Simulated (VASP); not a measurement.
A run of VASP 6.6.1 is set up as follows.

File INCAR:

```
ALGO = Normal
EDIFF = 1E-6
ENCUT = 400
GGA = PE
GGA_COMPAT = False
ISIF = 2
ISMEAR = 0
IVDW = 12
LASPH = True
LCHARG = False
LREAL = False
LWAVE = False
NBANDS = 48
NELM = 120
PREC = Accurate
SIGMA = 0.05
```

Contents of KPOINTS:

```
k-points
0
Gamma
  2 2 2
```

File POSCAR:

```
Si
1.0
    0.0000000000      5.4300000000      5.4300000000
    5.4300000000      0.0000000000      5.4300000000
    5.4300000000      5.4300000000      0.0000000000
Si
17
Direct
    0.0004040965     -0.0003653078      0.0010839090
    0.1249684825      0.1245775109      0.1251863768
    0.0002845349     -0.0003496560      0.4988285605
    0.1215030966      0.1212200709      0.6285913343
    0.0003789770      0.4983565195      0.0005626417
    0.1221516244      0.6273631978      0.1223760999
   -0.0065206880      0.5013326000      0.5025553644
    0.1221096502      0.6273824744      0.6280319327
    0.4986665494     -0.0001904382      0.0006256541
    0.6279891827      0.1215871096      0.1221066490
    0.5016539925     -0.0065546771      0.5023187251
    0.6278609679      0.1216861431      0.6280942561
    0.5022915344      0.5017174236     -0.0063704142
    0.6279716900      0.6275575609      0.1221659638
    0.5021941447      0.5017903880      0.5021909682
    0.6248773745      0.6248665094      0.6250287677
    0.3748945799      0.3746021408      0.3751337910
```

Potentials or basis: VASP PAW PBE potentials, release 64 (Si).

Launch:

```bash
$ cat potpaw_PBE.64/Si/POTCAR > POTCAR
$ mpirun -np 1 vasp_std > vasp.out
```

What does it give for the pressure?

2.4 GPa.

What does it give for the largest force?

0.019 eV/Å.

Estimate the dispersion energy per atom.

-0.332 eV.

Forces on the atoms (eV/Å):
```
Si   0.002 -0.010  0.011
Si   0.002 -0.001  0.003
Si   0.011 -0.002  0.014
Si  -0.005  0.001  0.010
Si  -0.006  0.010  0.002
Si  -0.008  0.003 -0.012
Si   0.002 -0.003  0.000
Si  -0.004  0.005 -0.011
Si   0.012 -0.008  0.012
Si   0.006 -0.001 -0.010
Si  -0.007  0.007 -0.004
Si  -0.002 -0.005 -0.009
Si  -0.001 -0.001 -0.001
Si  -0.006  0.003 -0.007
Si   0.001  0.002 -0.001
Si   0.000  0.001  0.001
Si   0.003 -0.003  0.003
```

Caveat: the k points lie up to 0.50 Å⁻¹ apart.
